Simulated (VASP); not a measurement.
Wanted: the native input for a VASP 6.6.1 run.

```yaml
Task: single point
Functional: PBE
Potentials_or_basis: VASP PAW PBE potentials, release 64 (Sb)
Cutoff: 520 eV
k_mesh: 11 × 11 × 11
Occupations: fermi-dirac, width 0.1 eV
Spin: no spin polarisation
Dipole_correction: no
Further_INCAR_settings: ALGO = Normal; EDIFF = 1e-07; NBANDS = 8
```

The structure of Sb lies in POSCAR:

```
Sb
1.0
    3.0637547472      0.0000000000      0.0000000000
    0.0000000000      3.0637547472      0.0000000000
    0.0000000000      0.0000000000      3.0637547472
Sb
1
Direct
    0.0000000000      0.0000000000      0.0000000000
```

This cell differs from its parent crystal: volume scaled by 0.96.

The input as run:

INCAR

```
ALGO = Normal
EDIFF = 1E-7
ENCUT = 520
GGA = PE
ISIF = 2
ISMEAR = -1
LASPH = True
LCHARG = False
LREAL = False
LWAVE = False
NBANDS = 8
NELM = 100
PREC = Accurate
SIGMA = 0.1
```

KPOINTS

```
k-points
0
Gamma
  11 11 11
```

Potentials or basis: VASP PAW PBE potentials, release 64 (Sb).

Run with:

```bash
$ cat potpaw_PBE.64/Sb/POTCAR > POTCAR
$ mpirun -np 1 vasp_std > vasp.out
```

It gave:

```yaml
Pressure: 3.0 GPa
```

Wall time 3.3 s on 1 thread of Intel(R) Xeon(R) 6975P-C (Granite Rapids), on a shared host, peak memory 0.14 GiB.
